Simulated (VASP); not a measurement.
Here is a VASP 6.6.1 calculation.

File INCAR:

```
ALGO     = Normal         # electronic algorithm
DIPOL    = 0.5 0.5 0.500
EDIFF    = 1E-6           # SCF threshold, eV
ENCUT    = 520            # plane-wave cutoff, eV
GGA      = PS             # functional
IDIPOL   = 3            
ISIF     = 2              # what is computed and relaxed
ISMEAR   = -1             # smearing method
LASPH    = True           # aspherical terms in the spheres
LCHARG   = True           # write CHGCAR
LDIPOL   = True         
LELF     = True           # ELF
LREAL    = False          # projectors in reciprocal space
LVACPOTAV= True         
LVHAR    = True         
LWAVE    = False          # write WAVECAR
NBANDS   = 10             # bands
NELM     = 60             # most SCF steps
PREC     = Accurate       # precision mode
SIGMA    = 0.08           # smearing width, eV
```

KPOINTS

```
k-points
0
Gamma
  6 6 1
```

POSCAR

```
Cs
1.0
    6.0449950640      0.0000000000      0.0000000000
    0.0000000000      6.0449950640      0.0000000000
    0.0000000000      0.0000000000     20.0000000000
Cs
1
Direct
    0.0000000000      0.0000000000      0.5000000000
```

Potentials or basis: VASP PAW PBE potentials, release 64 (Cs_sv).

The run is started by

```bash
$ cat potpaw_PBE.64/Cs_sv/POTCAR > POTCAR
$ mpirun -np 1 vasp_std > vasp.out
```

Task: What does it give for the band gap on the k mesh?

Result: Zero (an odd number of electrons rules out a gap without spin polarisation).

Caveat: spin-orbit coupling is left out, which moves the levels of the heavy elements.
